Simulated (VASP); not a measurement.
Set up this calculation in VASP 6.6.1, as the native input.

| Quantity | Value |
| --- | --- |
| Task | relaxation of cell and atoms |
| Functional | HSE06 |
| Potentials or basis | VASP PAW PBE potentials, release 64 (Al, N) |
| Cutoff | 600 eV |
| k mesh | 6 × 6 × 6 |
| Occupations | gaussian, width 0.02 eV |
| Spin | no spin polarisation |
| Dipole correction | no |
| Grid for exact exchange (PRECFOCK) | Normal |
| Further INCAR settings | ALGO = Normal; EDIFF = 1e-07; IBRION = 2; EDIFFG = -0.005; NSW = 100; ISIF = 3 |
| Screening parameter | 0.2079 1/Å |

Crystal: AlN.

```
CELL_PARAMETERS angstrom
0.00000 2.03452 2.03452
2.03452 0.00000 2.03452
2.03452 2.03452 0.00000
ATOMIC_POSITIONS crystal
Al 0.50000 0.50000 0.50000
N 0.00000 0.00000 0.00000
```

One way to write it, as run:

POSCAR

```
AlN
1.0
    0.0000000000      2.0345180000      2.0345180000
    2.0345180000      0.0000000000      2.0345180000
    2.0345180000      2.0345180000      0.0000000000
Al N
1 1
Direct
    0.5000000000      0.5000000000      0.5000000000
    0.0000000000      0.0000000000      0.0000000000
```

INCAR.step1

```
PREC = Accurate
ENCUT = 600
EDIFF = 1E-5
ISMEAR = 0
SIGMA = 0.02
LREAL = F
LASPH = T
NELM = 80
ALGO = Normal
LWAVE = T
LCHARG = F
GGA = PE
NBANDS = 11
```

INCAR.step2

```
PREC = Accurate
ENCUT = 600
EDIFF = 1E-7
ISMEAR = 0
SIGMA = 0.02
LREAL = F
LASPH = T
NELM = 80
ALGO = Normal
ISIF = 3
LWAVE = F
LCHARG = F
GGA = PE
LHFCALC = T
HFSCREEN = 0.2079
PRECFOCK = Normal
IBRION = 2
NSW = 100
EDIFFG = -0.005
ISTART = 1
```

KPOINTS

```
regular mesh
0
Gamma
  6 6 6
```

Potentials or basis: VASP PAW PBE potentials, release 64 (Al, N).

Command:

```bash
$ cat potpaw_PBE.64/Al/POTCAR potpaw_PBE.64/N/POTCAR > POTCAR
$ cp INCAR.step1 INCAR
$ mpirun -np 1 vasp_std > vasp.out
$ cp INCAR.step2 INCAR
$ mpirun -np 1 vasp_std > vasp.out
```

Results of the run:

```
Relaxed volume                         : 8.19 Å³/atom
Relaxed cell                           : a = 2.850 Å, b = 2.850 Å, c = 2.850 Å, α = 60.00°, β = 60.00°, γ = 60.00°
Space group after relaxing (to 0.05 Å) : Fm-3m (No. 225)
Energy gained by relaxing              : 5.7 meV/atom
Ionic steps                            : 3
Pressure after relaxing                : 0.0 GPa
Band gap on the k mesh                 : 6.07 eV, indirect (least direct gap 7.35 eV)
```

Caveat: the k points lie up to 0.45 Å⁻¹ apart in the final cell; the PAW data sets were made with another functional, which shifts forces and pressure a little.

It took 15 min on 1 thread of Intel Xeon 6975P-C, with other jobs on the host, peak memory 0.24 GiB.
